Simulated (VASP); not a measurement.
# TiCo3: relaxation of cell and atoms with LDA

TiCo3:

```
Ti Co
1.0
     3.49422    0.00000    0.00000
     0.00000    3.49422    0.00000
     0.00000    0.00000    3.49422
Ti Co
1 3
Direct
  0.00000 0.00000 0.00000
  0.00000 0.50000 0.50000
  0.50000 0.00000 0.50000
  0.50000 0.50000 0.00000
```

```yaml
Program: VASP 6.6.1
Task: relaxation of cell and atoms
Functional: LDA
Potentials_or_basis: VASP PAW LDA potentials, release 64 (Ti_sv, Co)
Cutoff: 600 eV
k_mesh: 12 × 12 × 12
Occupations: fermi-dirac, width 0.15 eV
Spin: no spin polarisation
Target_pressure: 5 GPa
Dipole_correction: no
Further_INCAR_settings: ALGO = Fast; EDIFF = 1e-06; IBRION = 2; EDIFFG = -0.001; NSW = 80; ISIF = 3
```

```
Relaxed volume                                             : 10.45 Å³/atom
Relaxed cell                                               : a = 3.471 Å, b = 3.471 Å, c = 3.471 Å, α = 90.00°, β = 90.00°, γ = 90.00°
Space group after relaxing (to 0.1 Å)                      : Pm-3m (No. 221)
Energy change on relaxing (the run minimises the enthalpy) : +2.9 meV/atom
Ionic steps                                                : 72
Pressure after relaxing                                    : 5.0 GPa
Band gap on the k mesh                                     : zero (an odd number of electrons rules out a gap without spin polarisation)
```

The path:
```
step  energy change (eV)  largest force (eV/Å)  pressure (GPa)  volume (Å³)
   1              0.0000                0.0000           -0.52        42.66
   3              0.0117                0.0000            5.04        41.81
   5              0.0112                0.0000            4.97        41.82
   7              0.0112                0.0000            4.72        41.82
   9              0.0112                0.0000            4.82        41.82
  11              0.0112                0.0000            4.82        41.82
  13              0.0112                0.0000            4.82        41.82
  15              0.0112                0.0000            4.82        41.82
  17              0.0112                0.0000            4.82        41.82
  19              0.0112                0.0000            4.82        41.82
  21              0.0112                0.0000            4.82        41.82
  23              0.0112                0.0000            4.82        41.82
  25              0.0112                0.0000            4.82        41.82
  27              0.0112                0.0000            4.88        41.82
  29              0.0113                0.0000            5.09        41.82
  31              0.0113                0.0000            4.83        41.82
  33              0.0113                0.0000            4.87        41.82
  35              0.0113                0.0000            5.07        41.82
  37              0.0113                0.0000            4.89        41.82
  39              0.0113                0.0000            4.89        41.82
  41              0.0114                0.0000            5.11        41.82
  43              0.0114                0.0000            4.83        41.82
  45              0.0114                0.0000            4.84        41.82
  47              0.0114                0.0000            4.91        41.82
  49              0.0114                0.0000            5.08        41.82
  51              0.0114                0.0000            4.92        41.82
  53              0.0114                0.0000            4.89        41.82
  55              0.0114                0.0000            4.95        41.82
  57              0.0114                0.0000            4.85        41.82
  59              0.0115                0.0000            4.89        41.82
  61              0.0115                0.0000            4.97        41.81
  63              0.0115                0.0000            4.97        41.81
  65              0.0115                0.0000            4.86        41.81
  67              0.0115                0.0000            4.90        41.81
  69              0.0115                0.0000            4.89        41.81
  71              0.0115                0.0000            4.89        41.81
  72              0.0115                0.0000            5.00        41.81
```

Final structure:
```cif
data_structure
_symmetry_space_group_name_H-M 'P 1'
_symmetry_Int_Tables_number 1
_cell_length_a 3.4709
_cell_length_b 3.4709
_cell_length_c 3.4709
_cell_angle_alpha 90.000
_cell_angle_beta 90.000
_cell_angle_gamma 90.000
_cell_volume 41.81
loop_
_atom_site_label
_atom_site_type_symbol
_atom_site_fract_x
_atom_site_fract_y
_atom_site_fract_z
_atom_site_occupancy
Ti1 Ti 0.00000 0.00000 0.00000 1
Co1 Co 0.00000 0.50000 0.50000 1
Co2 Co 0.50000 0.00000 0.50000 1
Co3 Co 0.50000 0.50000 0.00000 1
```

Levels at points of the mesh, in eV from the Fermi level:
```tsv
k point	band 18	band 19	band 20	band 21	band 22	band 23
(0.00, 0.00, 0.00)	0.75	0.75	0.75	2.77	2.77	3.64
(0.50, 0.00, 0.00)	-0.68	-0.60	0.08	0.75	1.24	1.24
(0.50, 0.50, 0.00)	-0.93	-0.93	-0.46	-0.44	1.81	1.81
(0.50, 0.50, 0.50)	0.50	0.50	0.50	1.03	1.03	1.03
```

Wall time 19 min on 1 thread of Intel(R) Xeon(R) Platinum 8488C (Sapphire Rapids), on a shared host, peak memory 0.22 GiB.

Caveat: the cell is relaxed towards a set pressure, so the run minimises the enthalpy, not the energy; the run has no spin polarisation, though such a crystal can be magnetic. Zero-point motion and thermal expansion aren't in these numbers.
